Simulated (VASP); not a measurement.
# C (R-3m) in VASP: notebook, part 2 of 3

VASP 6.6.1. Earlier steps stand in the parts before.

## 5. Single point, LDA (strain +0.050 along x and y, -0.025 along z)

The input, INCAR:

```
SYSTEM = C
PREC     = Accurate       ! precision mode
ENCUT    = 520            ! plane-wave cutoff, eV
EDIFF    = 1E-6           ! SCF threshold, eV
ISMEAR   = 0              ! smearing method
SIGMA    = 0.05           ! smearing width, eV
LREAL    = .False.        ! projectors in reciprocal space
LASPH    = .True.         ! aspherical terms in the spheres
NELM     = 80             ! most SCF steps
ALGO     = Normal         ! electronic algorithm
ISIF     = 2              ! what is computed and relaxed
LWAVE    = .False.        ! write WAVECAR
LCHARG   = .False.        ! write CHGCAR
GGA      = CA             ! functional
NBANDS   = 11             ! bands
```

The input, KPOINTS:

```
Automatic mesh
0
Gamma
  12 12 12
  0 0 0
```

The input, POSCAR:

```
C
1.0
    1.2894276638      0.7444514088      3.2633355684
   -1.2894276638      0.7444514088      3.2633355684
    0.0000000000     -1.4889028176      3.2633355684
C
2
Direct
    0.1640000000      0.1640000000      0.1640000000
    0.8360000000      0.8360000000      0.8360000000
```

Potentials or basis: VASP PAW LDA potentials, release 64 (C).

The run is started by

```console
> cat potpaw_LDA.64/C/POTCAR > POTCAR
> mpirun -np 1 vasp_std > vasp.out
```

OUTCAR:

```text
SYSTEM = C
   PREC = Accurate
   ENCUT = 520
   EDIFF = 1E-6
   ISMEAR = 0
   LREAL = .False.
   LASPH = .True.
   NELM = 80
   ISIF = 2
   GGA = CA

 ion  position               nearest neighbor table
   1  0.164  0.164  0.164-   2 1.49   2 1.49   2 1.49
   2  0.836  0.836  0.836-   1 1.49   1 1.49   1 1.49

  LATTYP: Found a trigonal (rhomboedric) cell.
 ALAT       =     3.5869472581
 COS(alpha) =     0.7415515209

  Lattice vectors:

 A1 = (   1.2894276638,   0.7444514088,   3.2633355684)
 A2 = (  -1.2894276638,   0.7444514088,   3.2633355684)
 A3 = (   0.0000000000,  -1.4889028176,   3.2633355684)

Analysis of symmetry for initial positions (statically):
=====================================================================
 Subroutine PRICEL returns:
 Original cell was already a primitive cell.

 Routine SETGRP: Setting up the symmetry group for a
 trigonal (rhombohedral) supercell.

 Subroutine GETGRP returns: Found 12 space group operations
 (whereof 12 operations were pure point group operations)
 out of a pool of 12 trial point group operations.

The static configuration has the point symmetry D_3d.

Analysis of symmetry for dynamics (positions and initial velocities):
=====================================================================
 Subroutine PRICEL returns:
 Original cell was already a primitive cell.

 Routine SETGRP: Setting up the symmetry group for a
 trigonal (rhombohedral) supercell.

 Subroutine GETGRP returns: Found 12 space group operations
 (whereof 12 operations were pure point group operations)
 out of a pool of 12 trial point group operations.

The dynamic configuration has the point symmetry D_3d.

 Subroutine INISYM returns: Found 12 space group operations
 (whereof 12 operations are pure point group operations),
 and found     1 'primitive' translations

----------------------------------------------------------------------------------------

                                     Primitive cell

  volume of cell :      18.7952

  direct lattice vectors                    reciprocal lattice vectors
     1.289427664  0.744451409  3.263335568     0.387768941  0.223878503  0.102144976
    -1.289427664  0.744451409  3.263335568    -0.387768941  0.223878503  0.102144976
     0.000000000 -1.488902818  3.263335568     0.000000000 -0.447757005  0.102144976

  length of vectors
     3.586947258  3.586947258  3.586947258     0.459260201  0.459260201  0.459260201

  position of ions in fractional coordinates (direct lattice)
     0.164000000  0.164000000  0.164000000
     0.836000000  0.836000000  0.836000000

  ion indices of the primitive-cell ions
   primitive index   ion index
                 1           1
                 2           2

----------------------------------------------------------------------------------------

 KPOINTS: Automatic mesh

Automatic generation of k-mesh.
 Grid dimensions read from file:
 generate k-points for:   12   12   12

 Generating k-lattice:

  Cartesian coordinates                     Fractional coordinates (reciprocal lattice)
     0.032314078  0.018656542  0.008512081     0.083333333 -0.000000000  0.000000000
    -0.032314078  0.018656542  0.008512081    -0.000000000  0.083333333  0.000000000
     0.000000000 -0.037313084  0.008512081     0.000000000  0.000000000  0.083333333

  Length of vectors
     0.038271683  0.038271683  0.038271683

  Shift w.r.t. Gamma in fractional coordinates (k-lattice)
     0.000000000  0.000000000  0.000000000

 Subroutine IBZKPT returns following result:
 ===========================================

 Found    189 irreducible k-points:

 Following reciprocal coordinates:
            Coordinates               Weight
  0.000000  0.000000  0.000000      1.000000
  0.083333  0.000000 -0.000000      6.000000
  0.166667 -0.000000  0.000000      6.000000
  0.250000  0.000000  0.000000      6.000000
  0.333333 -0.000000 -0.000000      6.000000
  0.416667  0.000000 -0.000000      6.000000
[... 16 lines left out ...]
  0.500000  0.166667 -0.000000     12.000000
 -0.416667  0.166667  0.000000     12.000000
 [... further k-points ...]
   k-points           NKPTS =    189   k-points in BZ     NKDIM =    189   number of bands    NBANDS=     11
   number of dos      NEDOS =    301   number of ions     NIONS =      2
   total plane-waves  NPLWV =  21952
   dimension x,y,z NGX =    28 NGY =   28 NGZ =   28
   dimension x,y,z NGXF=    56 NGYF=   56 NGZF=   56
   ions per type =               2
   NGX,Y,Z   is equivalent  to a cutoff of  12.98, 12.98, 12.98 a.u.
   NGXF,Y,Z  is equivalent  to a cutoff of  25.95, 25.95, 25.95 a.u.
 SYSTEM =  C
   PREC   = accura    normal or accurate (medium, high low for compatibility)
   ISTART =      0    job   : 0-new  1-cont  2-samecut
   ICHARG =      2    charge: 1-file 2-atom 10-const
   ISPIN  =      1    spin polarized calculation?
   LNONCOLLINEAR =      F non collinear calculations
   LSORBIT =      F    spin-orbit coupling
   LASPH  =      T    aspherical Exc in radial PAW
   ENCUT  =  520.0 eV  38.22 Ry    6.18 a.u.   6.67  6.67  6.67*2*pi/ulx,y,z
   NELM   =     80;   NELMIN=  2; NELMDL= -5     # of ELM steps
   EDIFF  = 0.1E-05   stopping-criterion for ELM
   LREAL  =      F    real-space projection
   EDIFFG = 0.1E-04   stopping-criterion for IOM
   NSW    =      0    number of steps for IOM
   IBRION =     -1    ionic relax: 0-MD 1-quasi-New 2-CG
   NFREE  =      0    steps in history (QN), initial steepest desc. (CG)
   ISIF   =      2    stress and relaxation
   ISYM   =      2    0-nonsym 1-usesym 2-fastsym
   POTIM  = 0.5000    time-step for ionic-motion
   TEBEG  =    0.0;   TEEND  =   0.0 temperature during run
   PSTRESS=    0.0 pullay stress
   NELECT =       8.0000    total number of electrons
   NUPDOWN=      -1.0000    fix difference up-down
   EMIN   =  10.00;   EMAX   =-10.00  energy-range for DOS
   EFERMI =   0.00;   METHOD = LEGACY
   ISMEAR =     0;   SIGMA  =   0.05  broadening in eV -4-tet -1-fermi 0-gaus
   EFERMI_NEDOS =   21; number of points for ismear=-14 and -15
   IALGO  =     38    algorithm
   IMIX   =      4    mixing-type and parameters
     AMIX     =   0.40;   BMIX     =  1.00
     AMIX_MAG =   1.60;   BMIX_MAG =  1.00
  volume/ion in A,a.u.               =       9.40        63.42
  Fermi-wavevector in a.u.,A,eV,Ry     =   1.231467  2.327135 20.633379  1.516511
  Thomas-Fermi vector in A             =   2.366275
   LORBIT       =      0    0 simple, 1 ext, 2 COOP (PROOUT), +10 PAW based schemes
   GGA     = CA    functional components
   LHFCALC =     F    Hartree Fock is set to
   AEXX    =    0.0000 exact exchange contribution
   IVDW    =     0    specifies the selected vdW correction
   LEPSILON=     F    determine dielectric tensor
   LRPA    =     F    only Hartree local field effects (RPA)
 non-spin polarized calculation
 Gauss-broadening in eV      SIGMA  =   0.05
  energy-cutoff  :      520.00
  volume of cell :       18.80
 maximum number of plane-waves:       517
   NGX = 13   NGY = 13   NGZ = 13

 number of electron       8.0000000 magnetization

 Free energy of the ion-electron system (eV)
  ---------------------------------------------------
  ext. energy  EPLUGINS =         0.00000000
  ---------------------------------------------------
  free energy    TOTEN  =       -19.85115313 eV

  energy without entropy =      -19.85115313  energy(sigma->0) =      -19.85115313

 E-fermi :   3.7206     XC(G=0): -10.6497

 val. band max:        3.5224270926   @ k =  -0.3333   0.3333   0.0000
 cond. band min:       4.4481617240   @ k =  -0.3333   0.3333   0.0000
 fundamental gap:      0.9257346313
 Fermi energy:         3.7206466306

 k-point     1 :       0.0000    0.0000    0.0000
  band No.  band energies     occupation
      1     -14.4264      2.00000
      2      -1.4211      2.00000
      3       1.0180      2.00000
      4       1.0180      2.00000
      5       8.5981      0.00000
      6      11.4764      0.00000
      7      11.4764      0.00000
      8      13.7380      0.00000
      9      14.0489      0.00000
     10      24.7866      0.00000
     11      29.1831      0.00000
[... 309 lines left out ...]
 k-point    24 :      -0.4167    0.1667    0.0000
  band No.  band energies     occupation
      1      -9.2010      2.00000
      2      -7.9945      2.00000
      3      -3.5718      2.00000
      4       2.8235      2.00000
      5       5.3985      0.00000
      6      12.7921      0.00000
      7      14.8801      0.00000
      8      15.8449      0.00000
      9      18.5817      0.00000
     10      21.4684      0.00000
     11      24.3459      0.00000

 [... further k-points ...]
[... 5 lines left out ...]
  --------------------------------------------------------------------------------------
  -------------------------------------------------------------------------------------
  Total       -6.4605779     -6.4605779      0.0055003      0.0000000     -0.0000000      0.0000000
  in kB     -550.7260567   -550.7260567      0.4688638      0.0000000     -0.0000000      0.0000000
  external PRESSURE =    -366.9944165 kB  Pullay stress =       0.0000000 kB

 VOLUME and BASIS-vectors are now :
 -----------------------------------------------------------------------------
  energy-cutoff  :      520.00
  volume of cell :       18.80
      direct lattice vectors                 reciprocal lattice vectors
     1.289427664  0.744451409  3.263335568     0.387768941  0.223878503  0.102144976
    -1.289427664  0.744451409  3.263335568    -0.387768941  0.223878503  0.102144976
     0.000000000 -1.488902818  3.263335568     0.000000000 -0.447757005  0.102144976

 POSITION                                       TOTAL-FORCE (eV/Angst)
 -----------------------------------------------------------------------------------
      0.00000      0.00000      1.60556         0.000000      0.000000      0.828490
      0.00000      0.00000      8.18445         0.000000     -0.000000     -0.828490
 -----------------------------------------------------------------------------------
    total drift:                                0.000000     -0.000000      0.000000

  FREE ENERGIE OF THE ION-ELECTRON SYSTEM (eV)
  ---------------------------------------------------
  free  energy   TOTEN  =       -19.8511531264 eV

  energy  without entropy=      -19.8511531264  energy(sigma->0) =      -19.85115313
```

Wall time 22 s (1 thread of Intel Xeon 6975P-C (Granite Rapids), shared host); peak memory 0.15 GiB.

Results:

```
Free energy            : -19.8512 eV
Pressure               : -36.7 GPa
Largest force          : 0.828 eV/Å
Band gap on the k mesh : 0.93 eV, direct
```

Forces in eV/Å, atoms in the order of the input:
```
C    0.000  0.000  0.828
C    0.000  0.000 -0.828
```

Levels at points of the mesh, in eV from the valence-band top:
```tsv
k point	band 1	band 2	band 3	band 4	band 5	band 6	band 7	band 8
(0.00, 0.00, 0.00)	-17.95	-4.94	-2.50	-2.50	5.08	7.95	7.95	10.22
(0.50, 0.00, 0.00)	-13.13	-11.86	-5.45	-1.10	2.23	6.93	12.13	12.46
(0.50, 0.50, 0.00)	-12.97	-11.74	-5.54	-2.12	1.71	6.43	12.73	15.63
(0.50, 0.50, 0.50)	-17.53	-7.41	-2.54	-2.54	7.90	7.90	10.26	10.40
```

Caveat: the cell differs from its parent crystal (strain +0.050 along x and y, -0.025 along z). A k mesh can miss the band edges.

(Continued in part 3 of 3.)
